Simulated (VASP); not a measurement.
# CdS (P6_3mc) in VASP: notebook, part 2 of 2

VASP 6.6.1. The steps go on from the part before.

**3. Relaxation of cell and atoms, PBEsol**

This run uses another cell than the first one, of 24.89 Å³/atom.

Input file INCAR:

```
PREC = Accurate
ENCUT = 600
EDIFF = 1E-6
ISMEAR = 0
SIGMA = 0.02
LREAL = F
LASPH = T
NELM = 100
ALGO = Normal
ISIF = 3
LWAVE = F
LCHARG = F
GGA = PS
IBRION = 2
NSW = 100
EDIFFG = -0.002
```

Input file KPOINTS:

```
Automatic mesh
0
Gamma
  9 9 4
```

Input file POSCAR:

```
CdS
1.0
    4.1370000000      0.0000000000      0.0000000000
   -2.0685000000      3.5827470955      0.0000000000
    0.0000000000      0.0000000000      6.7160000000
Cd S
2 2
Direct
    0.3333333333      0.6666666667      0.0000000000
    0.6666666667      0.3333333333      0.5000000000
    0.3333333333      0.6666666667      0.3770000000
    0.6666666667      0.3333333333      0.8770000000
```

Potentials or basis: VASP PAW PBE potentials, release 64 (Cd, S).

On the command line:

```
> cat potpaw_PBE.64/Cd/POTCAR potpaw_PBE.64/S/POTCAR > POTCAR
> mpirun -np 1 vasp_std > vasp.out
```

OUTCAR:

```text
PREC = Accurate
   ENCUT = 600
   EDIFF = 1E-6
   ISMEAR = 0
   LREAL = F
   LASPH = T
   NELM = 100
   ISIF = 3
   GGA = PS
   IBRION = 2
   NSW = 100
   EDIFFG = -0.002

 ion  position               nearest neighbor table
   1  0.333  0.667  0.000-   4 2.53   4 2.53   4 2.53   3 2.53
   2  0.667  0.333  0.500-   3 2.53   3 2.53   3 2.53   4 2.53
   3  0.333  0.667  0.377-   2 2.53   2 2.53   2 2.53   1 2.53
   4  0.667  0.333  0.877-   1 2.53   1 2.53   1 2.53   2 2.53

  LATTYP: Found a hexagonal cell.
 ALAT       =     4.1370000000
 C/A-ratio  =     1.6233985980

  Lattice vectors:

 A1 = (   4.1370000000,   0.0000000000,   0.0000000000)
 A2 = (  -2.0685000000,   3.5827470955,   0.0000000000)
 A3 = (   0.0000000000,   0.0000000000,   6.7160000000)

Analysis of symmetry for initial positions (statically):
=====================================================================
 Subroutine PRICEL returns:
 Original cell was already a primitive cell.

 Routine SETGRP: Setting up the symmetry group for a
 hexagonal supercell.

 Subroutine GETGRP returns: Found 12 space group operations
 (whereof  6 operations were pure point group operations)
 out of a pool of 24 trial point group operations.

The static configuration has the point symmetry C_3v.
 The point group associated with its full space group is C_6v.

Analysis of symmetry for dynamics (positions and initial velocities):
=====================================================================
 Subroutine PRICEL returns:
 Original cell was already a primitive cell.

 Routine SETGRP: Setting up the symmetry group for a
 hexagonal supercell.

 Subroutine GETGRP returns: Found 12 space group operations
 (whereof  6 operations were pure point group operations)
 out of a pool of 24 trial point group operations.

The dynamic configuration has the point symmetry C_3v.
 The point group associated with its full space group is C_6v.
[... 144 lines left out ...]

 number of electron      36.0000006 magnetization

 Free energy of the ion-electron system (eV)
  ---------------------------------------------------
  ext. energy  EPLUGINS =         0.00000000
  ---------------------------------------------------
  free energy    TOTEN  =       -13.63391311 eV

  energy without entropy =      -13.63391311  energy(sigma->0) =      -13.63391311

------------------------ aborting loop because EDIFF is reached ----------------------------------------

  FORCE on cell =-STRESS in cart. coord.  units (eV):
  Direction    XX          YY          ZZ          XY          YZ          ZX
  --------------------------------------------------------------------------------------
  -------------------------------------------------------------------------------------
  Total       -0.1173152     -0.1173152     -0.0371588     -0.0000000      0.0000000      0.0000000
  in kB       -1.8882195     -1.8882195     -0.5980803     -0.0000000      0.0000000      0.0000000
  external PRESSURE =      -1.4581731 kB  Pullay stress =       0.0000000 kB
[... 95 lines left out ...]
  FREE ENERGIE OF THE ION-ELECTRON SYSTEM (eV)
  ---------------------------------------------------
  free  energy   TOTEN  =       -13.6339565975 eV

  energy  without entropy=      -13.6339565975  energy(sigma->0) =      -13.63395660

[... ionic steps 4 to 14 ...]

--------------------------------------- Ionic step       15  -------------------------------------------

 number of electron      36.0000005 magnetization

------------------------ aborting loop because EDIFF is reached ----------------------------------------
[... 71 lines left out ...]
--------------------------------------- Ionic step       17  -------------------------------------------

 number of electron      36.0000005 magnetization

 Free energy of the ion-electron system (eV)
  ---------------------------------------------------
  ext. energy  EPLUGINS =         0.00000000
  ---------------------------------------------------
  free energy    TOTEN  =       -13.63399601 eV

  energy without entropy =      -13.63399601  energy(sigma->0) =      -13.63399601

 E-fermi :   1.3032     XC(G=0):  -9.3620

 val. band max:        1.1943787596   @ k =   0.0000   0.0000   0.0000
 cond. band min:       2.2790587139   @ k =   0.0000   0.0000   0.0000
 fundamental gap:      1.0846799542
 Fermi energy:         1.3031641885

 k-point     1 :       0.0000    0.0000    0.0000
  band No.  band energies     occupation
      1     -11.1824      2.00000
      2     -10.7384      2.00000
      3      -6.5079      2.00000
      4      -6.5008      2.00000
      5      -6.5008      2.00000
      6      -6.4157      2.00000
[... 589 lines left out ...]
     21       6.1484      0.00000
     22       7.8564      0.00000

 [... further k-points ...]

------------------------ aborting loop because EDIFF is reached ----------------------------------------

  FORCE on cell =-STRESS in cart. coord.  units (eV):
  Direction    XX          YY          ZZ          XY          YZ          ZX
  --------------------------------------------------------------------------------------
  -------------------------------------------------------------------------------------
  Total        0.0046735      0.0046735      0.0027341      0.0000000      0.0000000      0.0000000
  in kB        0.0753257      0.0753257      0.0440678      0.0000000      0.0000000      0.0000000
  external PRESSURE =       0.0649064 kB  Pullay stress =       0.0000000 kB
[... 19 lines left out ...]
  FREE ENERGIE OF THE ION-ELECTRON SYSTEM (eV)
  ---------------------------------------------------
  free  energy   TOTEN  =       -13.6339960081 eV

  energy  without entropy=      -13.6339960081  energy(sigma->0) =      -13.63399601

 reached required accuracy - stopping structural energy minimisation
```

OSZICAR:

```text
N       E                     dE             d eps       ncg     rms          rms(c)
DAV:   1     0.264266676093E+03    0.26427E+03   -0.19039E+04  1584   0.167E+03
DAV:   2     0.773169812204E+00   -0.26349E+03   -0.25665E+03  1752   0.376E+02
DAV:   3    -0.144559558367E+02   -0.15229E+02   -0.15177E+02  1914   0.894E+01
[... 106 lines left out ...]
DAV:   2    -0.136339954884E+02    0.60605E-06   -0.26807E-06   900   0.188E-02
  16 F= -.13633995E+02 E0= -.13633995E+02  d E =-.660389E-05
       N       E                     dE             d eps       ncg     rms          rms(c)
DAV:   1    -0.136340013947E+02   -0.53003E-05   -0.47946E-04  1584   0.172E-01    0.166E-02
DAV:   2    -0.136339968511E+02    0.45435E-05   -0.17904E-05  1856   0.475E-02    0.704E-03
DAV:   3    -0.136339960081E+02    0.84299E-06   -0.14965E-06   804   0.116E-02
  17 F= -.13633996E+02 E0= -.13633996E+02  d E =-.712366E-05
```

CONTCAR:

```text
CdS
   1.00000000000000
     4.1322798516486605    0.0000000000000000    0.0000000000000000
    -2.0661399258243303    3.5786593271179599   -0.0000000000000000
    -0.0000000000000000    0.0000000000000000    6.7220353020285728
  Cd              S
     2     2
Direct
     0.3333333332999970    0.6666666667000030    0.0002142021799004
     0.6666666667000030    0.3333333332999970    0.5002142021799004
     0.3333333332999970    0.6666666667000030    0.3767857978201020
     0.6666666667000030    0.3333333332999970    0.8767857978201021

  0.00000000E+00  0.00000000E+00  0.00000000E+00
  0.00000000E+00  0.00000000E+00  0.00000000E+00
  0.00000000E+00  0.00000000E+00  0.00000000E+00
  0.00000000E+00  0.00000000E+00  0.00000000E+00
```

Wall time 9.8 min (1 thread of Intel Xeon 8259CL, shared host); peak memory 0.31 GiB.

What came out:

- Free energy: -13.6340 eV
- Relaxed volume: 24.85 Å³/atom
- Relaxed cell: a = 4.132 Å, b = 4.132 Å, c = 6.722 Å, α = 90.00°, β = 90.00°, γ = 120.00°
- Space group after relaxing (to 0.1 Å): P6_3mc (No. 186)
- Energy gained by relaxing: 0.0 meV/atom
- Ionic steps: 17
- Pressure after relaxing: 0.0 GPa
- Band gap on the k mesh: 1.08 eV

Final structure:
```yaml
crystal:
  lattice:
    - [4.13228, 0.00000, 0.00000]
    - [-2.06614, 3.57866, 0.00000]
    - [0.00000, 0.00000, 6.72204]
  atoms:
    - { symbol: Cd, position: [0.33333, 0.66667, 0.00021] }
    - { symbol: Cd, position: [0.66667, 0.33333, 0.50021] }
    - { symbol: S, position: [0.33333, 0.66667, 0.37679] }
    - { symbol: S, position: [0.66667, 0.33333, 0.87679] }
```

Caveat: the PAW data sets were made with another functional, which shifts forces and pressure a little.
